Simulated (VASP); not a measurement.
Set up this calculation in VASP 6.6.1, as the native input.

| Item | Value |
| --- | --- |
| Task | single point |
| Functional | LDA |
| Potentials or basis | VASP PAW LDA potentials, release 64 (Cr_pv) |
| Cutoff | 520 eV |
| k mesh | 12 × 12 × 7 |
| Occupations | fermi-dirac, width 0.03 eV |
| Spin | collinear spin, ferromagnetic start |
| Starting moments | [3.0, 3.0] μB |
| Dipole correction | no |
| Further INCAR settings | ALGO = Normal; EDIFF = 1e-07; NBANDS = 23 |

The structure of Cr lies in POSCAR:

```
Cr
1.0
    2.8679429795      0.0000000000      0.0000000000
   -1.4339714897      2.4837114769      0.0000000000
    0.0000000000      0.0000000000      4.6601431612
Cr
2
Direct
    0.3333333333      0.6666666667      0.2500000000
    0.6666666667      0.3333333333      0.7500000000
```

This cell differs from its parent crystal: volume scaled by 1.18.

One way to write it, as run:

INCAR

```
SYSTEM = Cr
PREC = Accurate ; ENCUT = 520
EDIFF = 1E-7 ; ISMEAR = -1
SIGMA = 0.03 ; LREAL = .False.
LASPH = .True. ; NELM = 150
ALGO = Normal ; ISIF = 2
LWAVE = .False. ; LCHARG = .True.
ISPIN = 2 ; MAGMOM = 3 3
LORBIT = 11 ; LMAXMIX = 4
GGA = CA ; LELF = .True.
LVHAR = .True. ; NBANDS = 23
```

KPOINTS

```
regular mesh
0
Gamma
  12 12 7
  0 0 0
```

Potentials or basis: VASP PAW LDA potentials, release 64 (Cr_pv).

Command:

```console
$ cat potpaw_LDA.64/Cr_pv/POTCAR > POTCAR
$ mpirun -np 1 vasp_std > vasp.out
```

It gave:

The pressure is -42.2 GPa and the net moment is 2.78 μB per cell. The site moments are Cr +1.28 μB and the valence electrons inside the program's atomic spheres are Cr 10.53.

Run time: 72 s on 1 thread of Intel(R) Xeon(R) Platinum 8488C (Sapphire Rapids), with other jobs on the host, peak memory 0.2 GiB.
